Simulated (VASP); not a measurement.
A run of VASP 6.6.1 is set up as follows.

File INCAR:

```
PREC = Accurate
ENCUT = 520
EDIFF = 1E-8
ISMEAR = -1
SIGMA = 0.01
LREAL = Auto
LASPH = True
NELM = 100
ALGO = Normal
ISIF = 2
LWAVE = False
LCHARG = False
GGA = PE
LEFG = True
NELECT = 216.0
NBANDS = 142
```

KPOINTS

```
regular mesh
0
Gamma
  3 3 3
```

POSCAR

```
B27SeN26
1.0
    0.0000000000      5.4225000000      5.4225000000
    5.4225000000      0.0000000000      5.4225000000
    5.4225000000      5.4225000000      0.0000000000
B Se N
27 1 26
Direct
    0.0000000000      0.0000000000      0.0000000000
    0.0000000000      0.0000000000      0.3333333333
    0.0000000000      0.0000000000      0.6666666667
    0.0000000000      0.3333333333      0.0000000000
    0.0000000000      0.3333333333      0.3333333333
    0.0000000000      0.3333333333      0.6666666667
    0.0000000000      0.6666666667      0.0000000000
    0.0000000000      0.6666666667      0.3333333333
    0.0000000000      0.6666666667      0.6666666667
    0.3333333333      0.0000000000      0.0000000000
    0.3333333333      0.0000000000      0.3333333333
    0.3333333333      0.0000000000      0.6666666667
    0.3333333333      0.3333333333      0.0000000000
    0.3333333333      0.3333333333      0.3333333333
    0.3333333333      0.3333333333      0.6666666667
    0.3333333333      0.6666666667      0.0000000000
    0.3333333333      0.6666666667      0.3333333333
    0.3333333333      0.6666666667      0.6666666667
    0.6666666667      0.0000000000      0.0000000000
    0.6666666667      0.0000000000      0.3333333333
    0.6666666667      0.0000000000      0.6666666667
    0.6666666667      0.3333333333      0.0000000000
    0.6666666667      0.3333333333      0.3333333333
    0.6666666667      0.3333333333      0.6666666667
    0.6666666667      0.6666666667      0.0000000000
    0.6666666667      0.6666666667      0.3333333333
    0.6666666667      0.6666666667      0.6666666667
    0.0833333333      0.0833333333      0.0833333333
    0.0833333333      0.0833333333      0.4166666667
    0.0833333333      0.0833333333      0.7500000000
    0.0833333333      0.4166666667      0.0833333333
    0.0833333333      0.4166666667      0.4166666667
    0.0833333333      0.4166666667      0.7500000000
    0.0833333333      0.7500000000      0.0833333333
    0.0833333333      0.7500000000      0.4166666667
    0.0833333333      0.7500000000      0.7500000000
    0.4166666667      0.0833333333      0.0833333333
    0.4166666667      0.0833333333      0.4166666667
    0.4166666667      0.0833333333      0.7500000000
    0.4166666667      0.4166666667      0.0833333333
    0.4166666667      0.4166666667      0.4166666667
    0.4166666667      0.4166666667      0.7500000000
    0.4166666667      0.7500000000      0.0833333333
    0.4166666667      0.7500000000      0.4166666667
    0.4166666667      0.7500000000      0.7500000000
    0.7500000000      0.0833333333      0.0833333333
    0.7500000000      0.0833333333      0.4166666667
    0.7500000000      0.0833333333      0.7500000000
    0.7500000000      0.4166666667      0.0833333333
    0.7500000000      0.4166666667      0.4166666667
    0.7500000000      0.4166666667      0.7500000000
    0.7500000000      0.7500000000      0.0833333333
    0.7500000000      0.7500000000      0.4166666667
    0.7500000000      0.7500000000      0.7500000000
```

Potentials or basis: VASP PAW PBE potentials, release 64 (B, Se, N).

Run with:

```bash
$ cat potpaw_PBE.64/B/POTCAR potpaw_PBE.64/Se/POTCAR potpaw_PBE.64/N/POTCAR > POTCAR
$ mpirun -np 1 vasp_std > vasp.out
```

Question: Estimate the largest force.

Answer: 18.592 eV/Å.

Electric field gradients, principal values (V/Å²):
```csv
atom,least,middle,greatest (by size)
1 B,2.761,2.761,-5.523
2 B,2.761,2.762,-5.523
3 B,-0.016,-1.289,1.305
4 B,2.761,2.762,-5.523
5 B,-0.081,-1.133,1.214
6 B,-0.081,-1.133,1.214
7 B,-0.016,-1.289,1.305
8 B,-0.081,-1.133,1.214
9 B,-0.016,-1.289,1.305
10 B,2.761,2.762,-5.523
11 B,-0.081,-1.133,1.214
12 B,-0.081,-1.133,1.214
13 B,-0.081,-1.133,1.214
14 B,0.000,0.000,0.000
15 B,-0.081,-1.133,1.214
16 B,-0.081,-1.133,1.214
17 B,-0.081,-1.133,1.214
18 B,-0.010,-0.010,0.021
19 B,-0.016,-1.289,1.305
20 B,-0.081,-1.133,1.214
21 B,-0.016,-1.289,1.305
22 B,-0.081,-1.133,1.214
23 B,-0.081,-1.133,1.214
24 B,-0.010,-0.010,0.021
25 B,-0.016,-1.289,1.305
26 B,-0.010,-0.010,0.021
27 B,-0.010,-0.010,0.021
28 Se,0.000,0.000,-0.001
29 N,-4.941,-6.478,11.418
30 N,-4.941,-6.478,11.418
31 N,-4.941,-6.478,11.418
32 N,1.136,1.136,-2.272
33 N,-4.942,-6.477,11.419
34 N,-4.941,-6.478,11.418
35 N,-4.942,-6.477,11.419
36 N,1.027,1.027,-2.054
37 N,-4.941,-6.478,11.418
38 N,1.136,1.136,-2.272
39 N,-4.942,-6.477,11.419
40 N,1.136,1.136,-2.272
41 N,1.136,1.136,-2.273
42 N,0.690,0.778,-1.468
43 N,-4.942,-6.477,11.419
44 N,0.690,0.778,-1.468
45 N,0.690,0.778,-1.469
46 N,-4.941,-6.478,11.418
47 N,-4.942,-6.477,11.419
48 N,1.027,1.027,-2.054
49 N,-4.942,-6.477,11.419
50 N,0.690,0.778,-1.468
51 N,0.690,0.778,-1.469
52 N,1.027,1.027,-2.054
53 N,0.690,0.778,-1.469
54 N,1.027,1.027,-2.054
```

Caveat: the cell carries a net charge on a neutralising background, which shifts energy and pressure; without QUAD_EFG the Cq values of the log hold for a quadrupole moment of 1 mb, not for the nuclei.
